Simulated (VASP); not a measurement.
# P (Fm-3m) in VASP: a series of runs

P is run at these levels: r2SCAN; tasks: relaxation of cell and atoms, single point.

Program: VASP 6.6.1. These are calculated values, not measurements. Logs are shortened: lines on timing, memory, paths and dates and some standing lists are left out, and cuts for length are marked.

## Step 1: The cell of the first run

The structure is cubic, space group Fm-3m (No. 225). The conventional cell has a = 3.934 Å, b = 3.934 Å, c = 3.934 Å, α = 90.00°, β = 90.00°, γ = 90.00°. P (site symmetry m-3m) has 12 P at 2.78 Å within 3.7 Å.

## Step 2: Relaxation of cell and atoms, r2SCAN

POSCAR reads:

```
P
1.0
    0.0000000000      1.9670729634      1.9670729634
    1.9670729634      0.0000000000      1.9670729634
    1.9670729634      1.9670729634      0.0000000000
P
1
Direct
    0.0000000000      0.0000000000      0.0000000000
```

INCAR.step1 reads:

```
PREC = Accurate
ENCUT = 600
ISMEAR = -1
SIGMA = 0.1
LREAL = F
LASPH = T
NELM = 100
GGA = PE
ALGO = Normal
EDIFF = 1E-4
LWAVE = T
LCHARG = F
```

INCAR.step2 reads:

```
PREC = Accurate
ENCUT = 600
EDIFF = 1E-7
ISMEAR = -1
SIGMA = 0.1
LREAL = F
LASPH = T
NELM = 100
ALGO = Normal
ISIF = 3
LWAVE = F
LCHARG = F
METAGGA = R2SCAN
LMIXTAU = T
IBRION = 2
NSW = 80
EDIFFG = -0.01
ISTART = 1
```

KPOINTS reads:

```
regular mesh
0
Gamma
  14 14 14
```

Potentials or basis: VASP PAW PBE potentials, release 64 (P).

The run is started by

```sh
$ cat potpaw_PBE.64/P/POTCAR > POTCAR
$ cp INCAR.step1 INCAR
$ mpirun -np 1 vasp_std > vasp.out
$ cp INCAR.step2 INCAR
$ mpirun -np 1 vasp_std > vasp.out
```

OUTCAR:

```text
PREC = Accurate
   ENCUT = 600
   EDIFF = 1E-7
   ISMEAR = -1
   LREAL = F
   LASPH = T
   NELM = 100
   ISIF = 3
   METAGGA = R2SCAN
   IBRION = 2
   NSW = 80
   EDIFFG = -0.01
   ISTART = 1

 ion  position               nearest neighbor table
   1  0.000  0.000  0.000-

  LATTYP: Found a face centered cubic cell.
 ALAT       =     3.9341459268

  Lattice vectors:

 A1 = (   0.0000000000,   1.9670729634,   1.9670729634)
 A2 = (   1.9670729634,   0.0000000000,   1.9670729634)
 A3 = (   1.9670729634,   1.9670729634,   0.0000000000)

Analysis of symmetry for initial positions (statically):
=====================================================================
 Subroutine PRICEL returns:
 Original cell was already a primitive cell.

 Routine SETGRP: Setting up the symmetry group for a
 face centered cubic supercell.

 Subroutine GETGRP returns: Found 48 space group operations
 (whereof 48 operations were pure point group operations)
 out of a pool of 48 trial point group operations.

The static configuration has the point symmetry O_h .

Analysis of symmetry for dynamics (positions and initial velocities):
=====================================================================
 Subroutine PRICEL returns:
 Original cell was already a primitive cell.

 Routine SETGRP: Setting up the symmetry group for a
 face centered cubic supercell.

 Subroutine GETGRP returns: Found 48 space group operations
 (whereof 48 operations were pure point group operations)
 out of a pool of 48 trial point group operations.

The dynamic configuration has the point symmetry O_h .

 Subroutine INISYM returns: Found 48 space group operations
 (whereof 48 operations are pure point group operations),
 and found     1 'primitive' translations

----------------------------------------------------------------------------------------

                                     Primitive cell

  volume of cell :      15.2227

  direct lattice vectors                    reciprocal lattice vectors
     0.000000000  1.967072963  1.967072963    -0.254184776  0.254184776  0.254184776
[... 91 lines left out ...]
   ISYM   =      2    0-nonsym 1-usesym 2-fastsym
   POTIM  = 0.5000    time-step for ionic-motion
   TEBEG  =    0.0;   TEEND  =   0.0 temperature during run
   PSTRESS=    0.0 pullay stress
   NELECT =       5.0000    total number of electrons
   NUPDOWN=      -1.0000    fix difference up-down
   EMIN   =  10.00;   EMAX   =-10.00  energy-range for DOS
   EFERMI =   0.00;   METHOD = LEGACY
   ISMEAR =    -1;   SIGMA  =   0.10  broadening in eV -4-tet -1-fermi 0-gaus
   EFERMI_NEDOS =   21; number of points for ismear=-14 and -15
   IALGO  =     38    algorithm
   IMIX   =      4    mixing-type and parameters
     AMIX     =   0.40;   BMIX     =  1.00
     AMIX_MAG =   1.60;   BMIX_MAG =  1.00
  volume/ion in A,a.u.               =      15.22       102.73
  Fermi-wavevector in a.u.,A,eV,Ry     =   1.129538  2.134518 17.359091  1.275857
  Thomas-Fermi vector in A             =   2.266232
   LORBIT       =      0    0 simple, 1 ext, 2 COOP (PROOUT), +10 PAW based schemes
   METAGGA = R2SCAN    functional components
   LHFCALC =     F    Hartree Fock is set to
   AEXX    =    0.0000 exact exchange contribution
   IVDW    =     0    specifies the selected vdW correction
   LEPSILON=     F    determine dielectric tensor
   LRPA    =     F    only Hartree local field effects (RPA)
 conjugate gradient relaxation of ions
 non-spin polarized calculation
  energy-cutoff  :      600.00
  volume of cell :       15.22
 maximum number of plane-waves:       532
 NGX is ok and might be reduce to    24
   NGX = 11   NGY = 11   NGZ = 11

--------------------------------------- Ionic step        1  -------------------------------------------

 number of electron       4.9999999 magnetization

 Free energy of the ion-electron system (eV)
  ---------------------------------------------------
  ext. energy  EPLUGINS =         0.00000000
  ---------------------------------------------------
  free energy    TOTEN  =        -7.85209417 eV

  energy without entropy =       -7.82841833  energy(sigma->0) =       -7.84025625

------------------------ aborting loop because EDIFF is reached ----------------------------------------

  FORCE on cell =-STRESS in cart. coord.  units (eV):
  Direction    XX          YY          ZZ          XY          YZ          ZX
  --------------------------------------------------------------------------------------
  -------------------------------------------------------------------------------------
  Total       -0.2901095     -0.2901095     -0.2901095     -0.0000000      0.0000000      0.0000000
  in kB      -30.5338160    -30.5338160    -30.5338160     -0.0000000      0.0000000      0.0000000
  external PRESSURE =     -30.5338160 kB  Pullay stress =       0.0000000 kB
[... 57 lines left out ...]
--------------------------------------- Ionic step        3  -------------------------------------------

 number of electron       5.0000000 magnetization

 Free energy of the ion-electron system (eV)
  ---------------------------------------------------
  ext. energy  EPLUGINS =         0.00000000
  ---------------------------------------------------
  free energy    TOTEN  =        -7.85770921 eV

  energy without entropy =       -7.83435484  energy(sigma->0) =       -7.84603202

 E-fermi :   9.7127     XC(G=0): -12.1740

 val. band max:        9.7106582729   @ k =  -0.2857   0.2143   0.0714
 cond. band min:       9.7390839451   @ k =   0.4286   0.3571   0.0000
 fundamental gap:      0.0284256721
 Fermi energy:         9.7127076329

 k-point     1 :       0.0000    0.0000    0.0000
  band No.  band energies     occupation
      1      -7.5087      2.00000
      2      16.8353      0.00000
      3      16.8353      0.00000
      4      16.8353      0.00000
      5      21.7459      0.00000
      6      21.7459      0.00000
[... 199 lines left out ...]
 k-point    24 :       0.2857    0.1429    0.0000
  band No.  band energies     occupation
      1      -5.3214      2.00000
      2       9.6355      1.36814
      3      13.3873      0.00000
      4      14.0312      0.00000
      5      19.1743      0.00000
      6      21.8414      0.00000

 [... further k-points ...]

------------------------ aborting loop because EDIFF is reached ----------------------------------------

  FORCE on cell =-STRESS in cart. coord.  units (eV):
  Direction    XX          YY          ZZ          XY          YZ          ZX
  --------------------------------------------------------------------------------------
  -------------------------------------------------------------------------------------
  Total       -0.0040529     -0.0040529     -0.0040529      0.0000000      0.0000000     -0.0000000
  in kB       -0.4432901     -0.4432901     -0.4432901      0.0000000      0.0000000     -0.0000000
  external PRESSURE =      -0.4432901 kB  Pullay stress =       0.0000000 kB
[... 16 lines left out ...]
  FREE ENERGIE OF THE ION-ELECTRON SYSTEM (eV)
  ---------------------------------------------------
  free  energy   TOTEN  =        -7.8577092051 eV

  energy  without entropy=       -7.8343548412  energy(sigma->0) =       -7.84603202

 reached required accuracy - stopping structural energy minimisation
```

OUTCAR.step1:

```text
PREC = Accurate
   ENCUT = 600
   ISMEAR = -1
   LREAL = F
   LASPH = T
   NELM = 100
[... 430 lines left out ...]

 POSITION                                       TOTAL-FORCE (eV/Angst)
 -----------------------------------------------------------------------------------
      0.00000      0.00000      0.00000         0.000000      0.000000     -0.000000
 -----------------------------------------------------------------------------------
    total drift:                                0.000000     -0.000000     -0.000000

  FREE ENERGIE OF THE ION-ELECTRON SYSTEM (eV)
  ---------------------------------------------------
  free  energy   TOTEN  =        -4.5107889137 eV

  energy  without entropy=       -4.4869982610  energy(sigma->0) =       -4.49889359
```

OSZICAR.step1:

```text
N       E                     dE             d eps       ncg     rms          rms(c)
DAV:   1     0.265406242364E+01    0.26541E+01   -0.23226E+03  1290   0.695E+02
DAV:   2    -0.442672976921E+01   -0.70808E+01   -0.65884E+01  1806   0.682E+01
DAV:   3    -0.451973027113E+01   -0.93001E-01   -0.91419E-01  1422   0.844E+00
DAV:   4    -0.451996257522E+01   -0.23230E-03   -0.23228E-03  1914   0.461E-01
DAV:   5    -0.451996314099E+01   -0.56577E-06   -0.56591E-06  1434   0.132E-02    0.367E+00
DAV:   6    -0.451335158105E+01    0.66116E-02   -0.48395E-03  1488   0.479E-01    0.212E+00
DAV:   7    -0.451078424475E+01    0.25673E-02   -0.79696E-03  1326   0.622E-01    0.115E-01
DAV:   8    -0.451078891368E+01   -0.46689E-05   -0.86362E-05  1362   0.862E-02
   1 F= -.45107889E+01 E0= -.44988936E+01  d E =-.237907E-01
```

It took 37 s on 1 thread of Intel Xeon 6975P-C (Granite Rapids), shared host; peak memory 0.14 GiB.

What came out:

```
Free energy                            : -7.8577 eV
Relaxed volume                         : 14.65 Å³/atom
Relaxed cell                           : a = 2.746 Å, b = 2.746 Å, c = 2.746 Å, α = 60.00°, β = 60.00°, γ = 60.00°
Space group after relaxing (to 0.05 Å) : Fm-3m (No. 225)
Energy gained by relaxing              : 5.6 meV/atom
Ionic steps                            : 3
Pressure after relaxing                : 0.0 GPa
```

The path:
| step | energy change (eV) | largest force (eV/Å) | pressure (GPa) | volume (Å³) |
| --- | --- | --- | --- | --- |
| 1 | 0.0000 | 0.0000 | -3.05 | 15.22 |
| 2 | -0.0056 | 0.0000 | 0.33 | 14.59 |
| 3 | -0.0056 | 0.0000 | -0.04 | 14.65 |

Final structure:
```
P
1.0
     0.00000    1.94201    1.94201
     1.94201    0.00000    1.94201
     1.94201    1.94201    0.00000
P
1
Direct
  0.00000 0.00000 0.00000
```

Caveat: the PAW data sets were made with another functional, which shifts forces and pressure a little.

## Step 3: Single point, r2SCAN, non-collinear spin, zero start, spin-orbit coupling

This run uses another cell than the first one, of 14.64 Å³/atom, 0.962 times its volume.

POSCAR reads:

```
P
1.0
    0.0000000000      1.9417425529      1.9417425529
    1.9417425529      0.0000000000      1.9417425529
    1.9417425529      1.9417425529      0.0000000000
P
1
Direct
    0.0000000000      0.0000000000      0.0000000000
```

INCAR.step1 reads:

```
SYSTEM = P
PREC = Accurate
ENCUT = 520
ISMEAR = -1
SIGMA = 0.1
LREAL = .False.
LASPH = .True.
NELM = 150
MAGMOM = 0 0 0
LSORBIT = .True.
GGA_COMPAT = .False.
NBANDS = 16
GGA = PE
ALGO = Normal
EDIFF = 1E-4
LWAVE = .True.
LCHARG = .False.
```

INCAR.step2 reads:

```
SYSTEM = P
PREC = Accurate
ENCUT = 520
EDIFF = 1E-6
ISMEAR = -1
SIGMA = 0.1
LREAL = .False.
LASPH = .True.
NELM = 150
ALGO = Normal
ISIF = 2
LWAVE = .False.
LCHARG = .True.
MAGMOM = 0 0 0
LORBIT = 11
LSORBIT = .True.
GGA_COMPAT = .False.
LORBMOM = .True.
METAGGA = R2SCAN
LMIXTAU = .True.
LVHAR = .True.
NBANDS = 16
ISTART = 1
```

KPOINTS reads:

```
Automatic mesh
0
Gamma
  14 14 14
  0 0 0
```

Potentials or basis: VASP PAW PBE potentials, release 64 (P).

The run is started by

```sh
$ cat potpaw_PBE.64/P/POTCAR > POTCAR
$ cp INCAR.step1 INCAR
$ mpirun -np 1 vasp_ncl > vasp.out
$ cp INCAR.step2 INCAR
$ mpirun -np 1 vasp_ncl > vasp.out
```

OUTCAR:

```text
SYSTEM = P
   PREC = Accurate
   ENCUT = 520
   EDIFF = 1E-6
   ISMEAR = -1
   LREAL = .False.
   LASPH = .True.
   NELM = 150
   ISIF = 2
   LORBIT = 11
   LSORBIT = .True.
   METAGGA = R2SCAN
   ISTART = 1

 ion  position               nearest neighbor table
   1  0.000  0.000  0.000-

  LATTYP: Found a face centered cubic cell.
 ALAT       =     3.8834851058

  Lattice vectors:

 A1 = (   0.0000000000,   1.9417425529,   1.9417425529)
 A2 = (   1.9417425529,   0.0000000000,   1.9417425529)
 A3 = (   1.9417425529,   1.9417425529,   0.0000000000)

Analysis of symmetry for initial positions (statically):
=====================================================================
 Subroutine PRICEL returns:
 Original cell was already a primitive cell.

[... 701 lines left out ...]
            0.000   0.000

 Spin-Orbit-Coupling matrix elements

 Ion:    1  E_soc:     -0.0008826
 l=   1
     0.0000000    -0.0001471    -0.0001471
    -0.0001471     0.0000000    -0.0001471
    -0.0001471    -0.0001471     0.0000000
 l=   2
     0.0000000     0.0000000     0.0000000     0.0000000     0.0000000
     0.0000000     0.0000000     0.0000000     0.0000000     0.0000000
     0.0000000     0.0000000     0.0000000     0.0000000     0.0000000
     0.0000000     0.0000000     0.0000000     0.0000000     0.0000000
     0.0000000     0.0000000     0.0000000     0.0000000     0.0000000
 l=   3
     0.0000000     0.0000000     0.0000000     0.0000000     0.0000000     0.0000000     0.0000000
     0.0000000     0.0000000     0.0000000     0.0000000     0.0000000     0.0000000     0.0000000
     0.0000000     0.0000000     0.0000000     0.0000000     0.0000000     0.0000000     0.0000000
     0.0000000     0.0000000     0.0000000     0.0000000     0.0000000     0.0000000     0.0000000
     0.0000000     0.0000000     0.0000000     0.0000000     0.0000000     0.0000000     0.0000000
     0.0000000     0.0000000     0.0000000     0.0000000     0.0000000     0.0000000     0.0000000
     0.0000000     0.0000000     0.0000000     0.0000000     0.0000000     0.0000000     0.0000000

 total charge

# of ion       s       p       d       tot
------------------------------------------
    1        1.160   1.153   0.000   2.314

 magnetization (x)

# of ion       s       p       d       tot
------------------------------------------
    1        0.000   0.000   0.000   0.000

 magnetization (y)

# of ion       s       p       d       tot
------------------------------------------
    1        0.000  -0.000   0.000  -0.000

 magnetization (z)

# of ion       s       p       d       tot
------------------------------------------
    1        0.000   0.000   0.000   0.000
```

Wall time 95 s (1 thread of Intel Xeon 6975P-C (Granite Rapids), shared host); peak memory 0.19 GiB.

Results:

* Free energy: -7.8577 eV
* Pressure: 0.0 GPa
* Net moment: 0.00 μB per cell
* Valence electrons inside the program's atomic spheres: P 2.31

Moments on the atoms (μB; x, y, z):
```
P   0.00 0.00 0.00
```

Caveat: the PAW data sets were made with another functional, which shifts forces and pressure a little.
